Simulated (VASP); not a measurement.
CsAs:

```xyz
2
Lattice="3.8196 0.0000 0.0000 -1.9098 3.3079 0.0000 0.0000 0.0000 6.0010" Properties=species:S:1:pos:R:3 pbc="T T T"
Cs    0.0000    0.0000    3.2629
As    1.9098    1.1026    5.7385
```

```yaml
Program: VASP 6.6.1
Task: relaxation of cell and atoms
Functional: PBE
Potentials_or_basis: VASP PAW PBE potentials, release 64 (Cs_sv, As)
Cutoff: 600 eV
k_mesh: 6 × 6 × 4
Occupations: gaussian, width 0.1 eV
Spin: no spin polarisation
```

At the start: pressure 1.5 GPa; volume 37.91 Å³/atom.

Task: Where does the relaxation end?

Result: Over 10 steps the energy falls by 182.1 meV/atom and the volume is 35.80 Å³/atom (-5.6 %); space group P-6m2 (No. 187, to 0.05 Å).

The path:
| step | energy change (eV) | largest force (eV/Å) | pressure (GPa) | volume (Å³) |
| --- | --- | --- | --- | --- |
| 1 | 0.0000 | 1.4259 | 1.52 | 75.82 |
| 2 | -0.1694 | 0.7536 | -0.64 | 79.82 |
| 3 | -0.1966 | 0.4880 | -1.48 | 82.02 |
| 4 | -0.2747 | 0.4515 | -1.11 | 78.23 |
| 5 | -0.3481 | 0.0881 | 0.96 | 69.62 |
| 6 | -0.3519 | 0.2227 | 0.30 | 71.51 |
| 7 | -0.3524 | 0.1869 | 0.48 | 70.95 |
| 8 | -0.3635 | 0.0263 | 0.16 | 71.06 |
| 9 | -0.3635 | 0.0350 | 0.15 | 71.07 |
| 10 | -0.3642 | 0.0004 | -0.07 | 71.60 |

Final structure:
```
Cs As
1.0
     3.71696    0.00000    0.00000
    -1.85848    3.21898    0.00000
     0.00000    0.00000    5.98429
Cs As
1 1
Direct
  0.00000 0.00000 0.50001
  0.66667 0.33333 0.99999
```
